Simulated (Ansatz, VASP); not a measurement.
## One calculation of Ge3F2, two programs

```
Ge F
1.0
     3.31585    0.00000    0.00000
    -1.65793    2.87161    0.00000
     0.00000    0.00000   11.73944
Ge F
3 2
Direct
  0.33333 0.66667 0.91085
  0.66667 0.33333 0.08915
  0.00000 0.00000 0.50000
  0.33333 0.66667 0.39980
  0.66667 0.33333 0.60020
```

Alike in both runs: task relaxation of cell and atoms; functional PBE; k mesh 12 × 12 × 4; occupations gaussian, width 0.1 eV; no spin polarisation.

```csv
,VASP,Ansatz
version,VASP 6.6.1,Ansatz 0.2.0
potentials or method,"VASP PAW PBE potentials, release 64 (Ge_d, F), cutoff 600 eV","scalar-relativistic, plane waves, PAW"
valence electrons in the cell,56,56
```

Ansatz gave:

```
gap on the k mesh at the Fermi level, each at its own relaxed structure (eV)  : none
relaxed volume (Å³/atom)                                                      : 23.09
relaxed length of the cell vector where the two differ most in proportion (Å) : 12.227
```

Q: Estimate VASP's values.

A: gap on the k mesh at the Fermi level, each at its own relaxed structure (eV): none; relaxed volume (Å³/atom): 22.24; relaxed length of the cell vector where the two differ most in proportion (Å): 11.792.

A gap of «none» marks a metal or a gap that the smearing closes.
